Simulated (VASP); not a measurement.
# TiC (lda) (Fm-3m) in VASP: further runs

TiC (lda) is run at these levels: LDA; tasks: single point, relaxation of cell and atoms.

Program: VASP 6.6.1. These are calculated values, not measurements. Logs are shortened: lines on timing, memory, paths and dates and some standing lists are left out, and cuts for length are marked.

### 1 The cell of the first run

Symmetry: Fm-3m, No. 225, cubic system. The conventional cell has a = 4.319 Å, b = 4.319 Å, c = 4.319 Å, α = 90.00°, β = 90.00°, γ = 90.00°. Within 2.9 Å of Ti (site symmetry m-3m) lie 6 C at 2.16 Å. C (site symmetry m-3m) has 6 Ti at 2.16 Å within 2.9 Å.

### 2 Single point, LDA

Contents of INCAR:

```
PREC = Accurate
ENCUT = 600
EDIFF = 1E-6
ISMEAR = 0
SIGMA = 0.1
LREAL = False
LASPH = True
NELM = 120
ALGO = Normal
ISIF = 2
LWAVE = False
LCHARG = False
NBANDS = 15
GGA_COMPAT = False
```

Contents of KPOINTS:

```
Automatic mesh
0
Gamma
  8 8 8
```

Contents of POSCAR:

```
TiC
1.0
    0.0000000000      2.1593000000      2.1593000000
    2.1593000000      0.0000000000      2.1593000000
    2.1593000000      2.1593000000      0.0000000000
Ti C
1 1
Direct
    0.0000000000      0.0000000000      0.0000000000
    0.5000000000      0.5000000000      0.5000000000
```

Potentials or basis: VASP PAW LDA potentials, release 64 (Ti_sv, C).

Started as:

```
cat potpaw_LDA.64/Ti_sv/POTCAR potpaw_LDA.64/C/POTCAR > POTCAR
mpirun -np 1 vasp_std > vasp.out
```

OUTCAR:

```text
PREC = Accurate
   ENCUT = 600
   EDIFF = 1E-6
   ISMEAR = 0
   LREAL = False
   LASPH = True
   NELM = 120
   ISIF = 2

 ion  position               nearest neighbor table
   1  0.000  0.000  0.000-   2 2.16   2 2.16   2 2.16   2 2.16   2 2.16   2 2.16
   2  0.500  0.500  0.500-   1 2.16   1 2.16   1 2.16   1 2.16   1 2.16   1 2.16

  LATTYP: Found a face centered cubic cell.
 ALAT       =     4.3186000000

  Lattice vectors:

 A1 = (   0.0000000000,   2.1593000000,   2.1593000000)
 A2 = (   2.1593000000,   0.0000000000,   2.1593000000)
 A3 = (   2.1593000000,   2.1593000000,   0.0000000000)

Analysis of symmetry for initial positions (statically):
=====================================================================
 Subroutine PRICEL returns:
 Original cell was already a primitive cell.

 Routine SETGRP: Setting up the symmetry group for a
 face centered cubic supercell.

 Subroutine GETGRP returns: Found 48 space group operations
 (whereof 48 operations were pure point group operations)
 out of a pool of 48 trial point group operations.

The static configuration has the point symmetry O_h .

Analysis of symmetry for dynamics (positions and initial velocities):
=====================================================================
 Subroutine PRICEL returns:
 Original cell was already a primitive cell.

 Routine SETGRP: Setting up the symmetry group for a
 face centered cubic supercell.

 Subroutine GETGRP returns: Found 48 space group operations
 (whereof 48 operations were pure point group operations)
 out of a pool of 48 trial point group operations.

The dynamic configuration has the point symmetry O_h .

 Subroutine INISYM returns: Found 48 space group operations
 (whereof 48 operations are pure point group operations),
 and found     1 'primitive' translations

----------------------------------------------------------------------------------------

                                     Primitive cell

  volume of cell :      20.1358

  direct lattice vectors                    reciprocal lattice vectors
     0.000000000  2.159300000  2.159300000    -0.231556523  0.231556523  0.231556523
     2.159300000  0.000000000  2.159300000     0.231556523 -0.231556523  0.231556523
     2.159300000  2.159300000  0.000000000     0.231556523  0.231556523 -0.231556523

  length of vectors
     3.053711345  3.053711345  3.053711345     0.401067663  0.401067663  0.401067663

  position of ions in fractional coordinates (direct lattice)
     0.000000000  0.000000000  0.000000000
     0.500000000  0.500000000  0.500000000

  ion indices of the primitive-cell ions
   primitive index   ion index
                 1           1
                 2           2

----------------------------------------------------------------------------------------

 KPOINTS: Automatic mesh

Automatic generation of k-mesh.
 Grid dimensions read from file:
 generate k-points for:    8    8    8

 Generating k-lattice:

  Cartesian coordinates                     Fractional coordinates (reciprocal lattice)
    -0.028944565  0.028944565  0.028944565     0.125000000  0.000000000  0.000000000
     0.028944565 -0.028944565  0.028944565     0.000000000  0.125000000  0.000000000
     0.028944565  0.028944565 -0.028944565     0.000000000  0.000000000  0.125000000

  Length of vectors
     0.050133458  0.050133458  0.050133458

  Shift w.r.t. Gamma in fractional coordinates (k-lattice)
     0.000000000  0.000000000  0.000000000

 Subroutine IBZKPT returns following result:
 ===========================================

 Found     29 irreducible k-points:

 Following reciprocal coordinates:
            Coordinates               Weight
  0.000000  0.000000  0.000000      1.000000
  0.125000  0.000000  0.000000      8.000000
  0.250000  0.000000  0.000000      8.000000
  0.375000  0.000000  0.000000      8.000000
  0.500000  0.000000  0.000000      4.000000
  0.125000  0.125000  0.000000      6.000000
[... 16 lines left out ...]
  0.500000  0.250000  0.125000     48.000000
 -0.375000  0.250000  0.125000     24.000000
 [... further k-points ...]
   k-points           NKPTS =     29   k-points in BZ     NKDIM =     29   number of bands    NBANDS=     15
   number of dos      NEDOS =    301   number of ions     NIONS =      2
   total plane-waves  NPLWV =  13824
   dimension x,y,z NGX =    24 NGY =   24 NGZ =   24
   dimension x,y,z NGXF=    48 NGYF=   48 NGZF=   48
   ions per type =               1   1
   NGX,Y,Z   is equivalent  to a cutoff of  13.07, 13.07, 13.07 a.u.
   NGXF,Y,Z  is equivalent  to a cutoff of  26.13, 26.13, 26.13 a.u.
 SYSTEM =  unknown system
   PREC   = accura    normal or accurate (medium, high low for compatibility)
   ISTART =      0    job   : 0-new  1-cont  2-samecut
   ICHARG =      2    charge: 1-file 2-atom 10-const
   ISPIN  =      1    spin polarized calculation?
   LNONCOLLINEAR =      F non collinear calculations
   LSORBIT =      F    spin-orbit coupling
   LASPH  =      T    aspherical Exc in radial PAW
   ENCUT  =  600.0 eV  44.10 Ry    6.64 a.u.   6.10  6.10  6.10*2*pi/ulx,y,z
   NELM   =    120;   NELMIN=  2; NELMDL= -5     # of ELM steps
   EDIFF  = 0.1E-05   stopping-criterion for ELM
   LREAL  =      F    real-space projection
   EDIFFG = 0.1E-04   stopping-criterion for IOM
   NSW    =      0    number of steps for IOM
   IBRION =     -1    ionic relax: 0-MD 1-quasi-New 2-CG
   NFREE  =      0    steps in history (QN), initial steepest desc. (CG)
   ISIF   =      2    stress and relaxation
   ISYM   =      2    0-nonsym 1-usesym 2-fastsym
   POTIM  = 0.5000    time-step for ionic-motion
   TEBEG  =    0.0;   TEEND  =   0.0 temperature during run
   PSTRESS=    0.0 pullay stress
   NELECT =      16.0000    total number of electrons
   NUPDOWN=      -1.0000    fix difference up-down
   EMIN   =  10.00;   EMAX   =-10.00  energy-range for DOS
   EFERMI =   0.00;   METHOD = LEGACY
   ISMEAR =     0;   SIGMA  =   0.10  broadening in eV -4-tet -1-fermi 0-gaus
   EFERMI_NEDOS =   21; number of points for ismear=-14 and -15
   IALGO  =     38    algorithm
   IMIX   =      4    mixing-type and parameters
     AMIX     =   0.40;   BMIX     =  1.00
     AMIX_MAG =   1.60;   BMIX_MAG =  1.00
  volume/ion in A,a.u.               =      10.07        67.94
  Fermi-wavevector in a.u.,A,eV,Ry     =   1.516323  2.865436 31.283015  2.299237
  Thomas-Fermi vector in A             =   2.625728
   LORBIT       =      0    0 simple, 1 ext, 2 COOP (PROOUT), +10 PAW based schemes
   GGA     = CA    functional components
   LHFCALC =     F    Hartree Fock is set to
   AEXX    =    0.0000 exact exchange contribution
   IVDW    =     0    specifies the selected vdW correction
   LEPSILON=     F    determine dielectric tensor
   LRPA    =     F    only Hartree local field effects (RPA)
 non-spin polarized calculation
 Gauss-broadening in eV      SIGMA  =   0.10
  energy-cutoff  :      600.00
  volume of cell :       20.14
 maximum number of plane-waves:       692
   NGX = 13   NGY = 13   NGZ = 13

 number of electron      16.0000002 magnetization

 Free energy of the ion-electron system (eV)
  ---------------------------------------------------
  ext. energy  EPLUGINS =         0.00000000
  ---------------------------------------------------
  free energy    TOTEN  =       -20.51484371 eV

  energy without entropy =      -20.51301379  energy(sigma->0) =      -20.51392875

 E-fermi :   9.2861     XC(G=0): -13.0220

 val. band max:        9.1072815686   @ k =   0.3750   0.3750   0.0000
 cond. band min:       9.3050665394   @ k =   0.1250   0.1250   0.0000
 fundamental gap:      0.1977849708
 Fermi energy:         9.2861306685

 k-point     1 :       0.0000    0.0000    0.0000
  band No.  band energies     occupation
      1     -46.5146      2.00000
      2     -22.9166      2.00000
      3     -22.9166      2.00000
      4     -22.9166      2.00000
      5      -2.9107      2.00000
      6       9.9707      0.00000
      7       9.9707      0.00000
      8       9.9707      0.00000
      9      11.0405      0.00000
     10      11.0405      0.00000
     11      11.0405      0.00000
     12      11.0690      0.00000
     13      11.0690      0.00000
     14      20.0746      0.00000
     15      23.4221      0.00000

 k-point     2 :       0.1250    0.0000    0.0000
  band No.  band energies     occupation
      1     -46.5028      2.00000
      2     -22.9973      2.00000
      3     -22.9242      2.00000
      4     -22.9242      2.00000
      5      -2.5560      2.00000
      6       8.6838      2.00000
      7       9.0428      1.99942
      8       9.0428      1.99942
      9      10.4068      0.00000
     10      10.4068      0.00000
     11      11.5956      0.00000
     12      13.1423      0.00000
     13      13.1423      0.00000
     14      20.5916      0.00000
     15      23.5089      0.00000

 k-point     3 :       0.2500    0.0000    0.0000
  band No.  band energies     occupation
      1     -46.4743      2.00000
      2     -23.1881      2.00000
      3     -22.9424      2.00000
      4     -22.9424      2.00000
      5      -1.5782      2.00000
      6       6.6055      2.00000
      7       7.6255      2.00000
      8       7.6255      2.00000
      9      11.0693      0.00000
     10      11.0693      0.00000
     11      12.1830      0.00000
     12      15.2382      0.00000
     13      15.2382      0.00000
     14      20.5691      0.00000
     15      23.8287      0.00000

 k-point     4 :       0.3750    0.0000    0.0000
  band No.  band energies     occupation
      1     -46.4456      2.00000
      2     -23.3735      2.00000
      3     -22.9605      2.00000
      4     -22.9605      2.00000
      5      -0.2383      2.00000
      6       4.5942      2.00000
      7       6.7226      2.00000
      8       6.7226      2.00000
      9      11.8659      0.00000
     10      11.8659      0.00000
     11      12.9211      0.00000
     12      16.9033      0.00000
     13      16.9033      0.00000
     14      18.7592      0.00000
     15      25.2007      0.00000
[... 307 lines left out ...]
 k-point    22 :       0.3750    0.2500    0.1250
  band No.  band energies     occupation
      1     -46.4530      2.00000
      2     -23.2256      2.00000
      3     -23.0414      2.00000
      4     -22.9713      2.00000
      5      -1.0020      2.00000
      6       5.6924      2.00000
      7       7.4297      2.00000
      8       7.6092      2.00000
      9      10.4149      0.00000
     10      12.0761      0.00000
     11      13.1308      0.00000
     12      13.7210      0.00000
     13      16.4272      0.00000
     14      21.9356      0.00000
     15      23.2241      0.00000

 k-point    23 :       0.5000    0.2500    0.1250
  band No.  band energies     occupation
      1     -46.4298      2.00000
      2     -23.3247      2.00000
      3     -23.0925      2.00000
      4     -22.9978      2.00000
      5      -0.1221      2.00000
      6       4.8895      2.00000
      7       6.5976      2.00000
      8       7.0493      2.00000
      9      11.1837      0.00000
     10      12.4354      0.00000
     11      13.1876      0.00000
     12      14.7316      0.00000
     13      16.8056      0.00000
     14      20.9917      0.00000
     15      23.5022      0.00000

 k-point    24 :      -0.3750    0.2500    0.1250
  band No.  band energies     occupation
      1     -46.4202      2.00000
      2     -23.3679      2.00000
      3     -23.1060      2.00000
      4     -23.0137      2.00000
      5       0.3254      2.00000
      6       4.4756      2.00000
      7       6.3385      2.00000
      8       6.8270      2.00000
      9      11.9422      0.00000
     10      12.0851      0.00000
     11      13.1382      0.00000
     12      15.8522      0.00000
     13      16.2335      0.00000
     14      20.4085      0.00000
     15      23.6320      0.00000

 [... further k-points ...]
[... 5 lines left out ...]
  --------------------------------------------------------------------------------------
  -------------------------------------------------------------------------------------
  Total       -1.2587037     -1.2587037     -1.2587037     -0.0000000      0.0000000     -0.0000000
  in kB     -100.1532710   -100.1532710   -100.1532710     -0.0000000      0.0000000     -0.0000000
  external PRESSURE =    -100.1532710 kB  Pullay stress =       0.0000000 kB

 VOLUME and BASIS-vectors are now :
 -----------------------------------------------------------------------------
  energy-cutoff  :      600.00
  volume of cell :       20.14
      direct lattice vectors                 reciprocal lattice vectors
     0.000000000  2.159300000  2.159300000    -0.231556523  0.231556523  0.231556523
     2.159300000  0.000000000  2.159300000     0.231556523 -0.231556523  0.231556523
     2.159300000  2.159300000  0.000000000     0.231556523  0.231556523 -0.231556523

 POSITION                                       TOTAL-FORCE (eV/Angst)
 -----------------------------------------------------------------------------------
      0.00000      0.00000      0.00000         0.000000      0.000000      0.000000
      2.15930      2.15930      2.15930        -0.000000     -0.000000     -0.000000
 -----------------------------------------------------------------------------------
    total drift:                                0.000000     -0.000000     -0.000000

  FREE ENERGIE OF THE ION-ELECTRON SYSTEM (eV)
  ---------------------------------------------------
  free  energy   TOTEN  =       -20.5148437095 eV

  energy  without entropy=      -20.5130137913  energy(sigma->0) =      -20.51392875
```

Wall time 8.9 s (1 thread of Intel Xeon 8259CL, shared host); peak memory 0.13 GiB.

Results:

- Free energy: -20.5148 eV
- Pressure: -10.0 GPa
- Band gap on the k mesh: zero (band 8 reaches 9.97 eV, above the bottom of band 9 at 8.93 eV)

### 3 Single point, LDA

This run uses another cell than the first one, of 9.67 Å³/atom, 0.961 times its volume.

Contents of INCAR:

```
ALGO = Normal ; EDIFF = 1E-6
ENCUT = 600 ; GGA = CA
GGA_COMPAT = F ; ISIF = 2
ISMEAR = 0 ; LASPH = T
LCHARG = F ; LREAL = F
LWAVE = F ; NBANDS = 15
NELM = 120 ; PREC = Accurate
SIGMA = 0.1
```

Contents of KPOINTS:

```
k-points
0
Gamma
  8 8 8
```

Contents of POSCAR:

```
TiC
1.0
    0.0000000000      2.1305402887      2.1305402887
    2.1305402887      0.0000000000      2.1305402887
    2.1305402887      2.1305402887      0.0000000000
Ti C
1 1
Direct
    0.0000000000      0.0000000000      0.0000000000
    0.5000000000      0.5000000000      0.5000000000
```

Potentials or basis: VASP PAW LDA potentials, release 64 (Ti_sv, C).

Started as:

```
cat potpaw_LDA.64/Ti_sv/POTCAR potpaw_LDA.64/C/POTCAR > POTCAR
mpirun -np 1 vasp_std > vasp.out
```

Wall time 7.8 s (1 thread of Intel Xeon 8259CL, shared host); peak memory 0.13 GiB.

The run converged. Its results:

```yaml
Free_energy: -20.5379 eV
Pressure: 0.6 GPa
Band_gap_on_the_k_mesh: zero (band 8 reaches 10.47 eV, above the bottom of band 9 at 9.41 eV)
```

Levels at points of the mesh, in eV from the Fermi level:
| k point | band 5 | band 6 | band 7 | band 8 | band 9 | band 10 | band 11 | band 12 |
| --- | --- | --- | --- | --- | --- | --- | --- | --- |
| (0.00, 0.00, 0.00) | -12.38 | 0.70 | 0.70 | 0.70 | 1.80 | 1.80 | 1.80 | 1.87 |
| (0.50, 0.00, 0.00) | -8.60 | -6.00 | -3.01 | -3.01 | 3.12 | 3.12 | 4.40 | 8.60 |
| (0.50, 0.50, 0.00) | -10.07 | -3.35 | -1.78 | 0.09 | 0.09 | 2.95 | 3.77 | 3.77 |

### 4 Single point, LDA

This run uses another cell than the first one, of 9.67 Å³/atom, 0.960 times its volume.

Contents of INCAR:

```
SYSTEM = TiC
  ALGO = Normal
  EDIFF = 1E-6
  ENCUT = 600
  GGA_COMPAT = .False.
  ISIF = 2
  ISMEAR = 0
  LASPH = .True.
  LCHARG = .False.
  LREAL = .False.
  LWAVE = .False.
  NBANDS = 15
  NELM = 120
  PREC = Accurate
  SIGMA = 0.1
```

Contents of KPOINTS:

```
k-points
0
Gamma
  16 16 16
  0 0 0
```

Contents of POSCAR:

```
TiC
1.0
    0.0000000000      2.1304114046      2.1304114046
    2.1304114046      0.0000000000      2.1304114046
    2.1304114046      2.1304114046      0.0000000000
Ti C
1 1
Direct
    0.0000000000      0.0000000000      0.0000000000
    0.5000000000      0.5000000000      0.5000000000
```

Started as:

```
cat potpaw_LDA.64/Ti_sv/POTCAR potpaw_LDA.64/C/POTCAR > POTCAR
mpirun -np 1 vasp_std > vasp.out
```

It took 39 s on 1 thread of Intel Xeon 8259CL, shared host; peak memory 0.16 GiB.

Results (log left out):

| Property | Result |
| --- | --- |
| Free energy | -20.5399 eV |
| Pressure | 0.6 GPa |
| Band gap on the k mesh | zero (band 8 reaches 10.47 eV, above the bottom of band 9 at 9.41 eV) |

Levels at points of the mesh, in eV from the Fermi level:
```csv
k point,band 4,band 5,band 6,band 7,band 8,band 9,band 10,band 11,band 12,band 13
"(0.00, 0.00, 0.00)",-32.10,-12.42,0.66,0.66,0.66,1.77,1.77,1.77,1.83,1.83
"(0.50, 0.00, 0.00)",-32.16,-8.64,-6.03,-3.04,-3.04,3.09,3.09,4.37,8.57,8.66
"(0.50, 0.50, 0.00)",-32.31,-10.11,-3.38,-1.81,0.05,0.05,2.92,3.73,3.73,6.37
```

### 5 Relaxation of cell and atoms, LDA

This run uses another cell than the first one, of 9.67 Å³/atom, 0.961 times its volume.

Contents of INCAR:

```
SYSTEM = TiC
PREC = Accurate
ENCUT = 600
EDIFF = 1E-7
ISMEAR = 0
SIGMA = 0.1
LREAL = .FALSE.
LASPH = .TRUE.
NELM = 120
ALGO = Normal
ISIF = 3
LWAVE = .FALSE.
LCHARG = .FALSE.
IBRION = 2
NSW = 100
EDIFFG = -0.002
GGA_COMPAT = .FALSE.
NELMIN = 4
```

Contents of KPOINTS:

```
Automatic mesh
0
G
  16 16 16
  0 0 0
```

Contents of POSCAR:

```
TiC
1.0
    0.0000000000      2.1305402887      2.1305402887
    2.1305402887      0.0000000000      2.1305402887
    2.1305402887      2.1305402887      0.0000000000
Ti C
1 1
Direct
    0.0000000000      0.0000000000      0.0000000000
    0.5000000000      0.5000000000      0.5000000000
```

Started as:

```
cat potpaw_LDA.64/Ti_sv/POTCAR potpaw_LDA.64/C/POTCAR > POTCAR
mpirun -np 1 vasp_std > vasp.out
```

It took 1.8 min on 1 thread of Intel Xeon 8259CL, shared host; peak memory 0.17 GiB.

It converged, with:

- Free energy: -20.5400 eV
- Relaxed volume: 9.69 Å³/atom
- Relaxed cell: a = 3.015 Å, b = 3.015 Å, c = 3.015 Å, α = 60.00°, β = 60.00°, γ = 60.00°
- Space group after relaxing (to 0.05 Å): Fm-3m (No. 225)
- Energy gained by relaxing: 0.0 meV/atom
- Ionic steps: 3
- Pressure after relaxing: 0.0 GPa
- Band gap on the k mesh: zero (band 8 reaches 10.45 eV, above the bottom of band 9 at 9.38 eV)

Final structure:
```cif
data_structure
_symmetry_space_group_name_H-M 'P 1'
_symmetry_Int_Tables_number 1
_cell_length_a 3.0150
_cell_length_b 3.0150
_cell_length_c 3.0150
_cell_angle_alpha 60.000
_cell_angle_beta 60.000
_cell_angle_gamma 60.000
_cell_volume 19.38
loop_
_atom_site_label
_atom_site_type_symbol
_atom_site_fract_x
_atom_site_fract_y
_atom_site_fract_z
_atom_site_occupancy
Ti1 Ti 0.00000 0.00000 0.00000 1
C1 C 0.50000 0.50000 0.50000 1
```

Levels at points of the mesh, in eV from the Fermi level:
```csv
k point,band 5,band 6,band 7,band 8,band 9,band 10,band 11,band 12
"(0.00, 0.00, 0.00)",-12.41,0.66,0.66,0.66,1.76,1.76,1.76,1.83
"(0.50, 0.00, 0.00)",-8.64,-6.02,-3.03,-3.03,3.08,3.08,4.35,8.56
"(0.50, 0.50, 0.00)",-10.10,-3.38,-1.80,0.05,0.05,2.91,3.72,3.72
```

### 6 The runs side by side

| task | cell | k mesh | gap on the mesh (eV) | pressure (GPa) |
| --- | --- | --- | --- | --- |
| single point | a = 3.054 Å, angles 60.0°, 2 atoms | 8 × 8 × 8 | none | -10.0 |
| single point | a = 3.013 Å, angles 60.0°, 2 atoms | 8 × 8 × 8 | none | 0.6 |
| single point | a = 3.013 Å, angles 60.0°, 2 atoms | 16 × 16 × 16 | none | 0.6 |
| relaxation of cell and atoms | relaxed from a = 3.013 Å, angles 60.0°, 2 atoms | 16 × 16 × 16 | none | 0.0 |

Alike in all rows: level LDA; potentials or basis VASP PAW LDA potentials, release 64 (Ti_sv, C); no spin polarisation; cutoff (eV) 600; smearing gaussian 0.1 eV.

Total energies depend on the potentials used, so only differences within one code and one set of settings carry meaning.
